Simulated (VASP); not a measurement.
Set up this calculation in VASP 6.6.1, as the native input.

* Task: single point
* Functional: PBE
* Potentials or basis: VASP PAW PBE potentials, release 64 (Hf_pv, C)
* Cutoff: 520 eV
* k mesh: 16 × 16 × 16
* Occupations: gaussian, width 0.1 eV
* Spin: no spin polarisation
* Dipole correction: no
* Further INCAR settings: ALGO = Normal; EDIFF = 1e-06; NBANDS = 14

The structure of HfC lies in POSCAR:

```
HfC
1.0
    0.0000000000      2.2287258045      2.2287258045
    2.2287258045      0.0000000000      2.2287258045
    2.2287258045      2.2287258045      0.0000000000
Hf C
1 1
Direct
    0.5000000000      0.5000000000      0.5000000000
    0.0000000000      0.0000000000      0.0000000000
```

This cell differs from its parent crystal: volume scaled by 0.88.

One way to write it, as run:

INCAR

```
SYSTEM = HfC
PREC     = Accurate       ! precision mode
ENCUT    = 520            ! plane-wave cutoff, eV
EDIFF    = 1E-6           ! SCF threshold, eV
ISMEAR   = 0              ! smearing method
SIGMA    = 0.1            ! smearing width, eV
LREAL    = .FALSE.        ! projectors in reciprocal space
LASPH    = .TRUE.         ! aspherical terms in the spheres
NELM     = 80             ! most SCF steps
ALGO     = Normal         ! electronic algorithm
ISIF     = 2              ! what is computed and relaxed
LWAVE    = .FALSE.        ! write WAVECAR
LCHARG   = .FALSE.        ! write CHGCAR
GGA      = PE             ! functional
NBANDS   = 14             ! bands
```

KPOINTS

```
regular mesh
0
G
  16 16 16
  0 0 0
```

Potentials or basis: VASP PAW PBE potentials, release 64 (Hf_pv, C).

Run with:

```console
$ cat potpaw_PBE.64/Hf_pv/POTCAR potpaw_PBE.64/C/POTCAR > POTCAR
$ mpirun -np 1 vasp_std > vasp.out
```

Results of the run:

| Property | Result |
| --- | --- |
| Pressure | 38.4 GPa |
| Band gap on the k mesh | zero (band 7 reaches 8.04 eV, above the bottom of band 8 at 6.54 eV) |

Caveat: spin-orbit coupling is left out, which moves the levels of the heavy elements.

It took 20 s on 1 thread of Intel(R) Xeon(R) Platinum 8488C (Sapphire Rapids), on a shared host, peak memory 0.17 GiB.
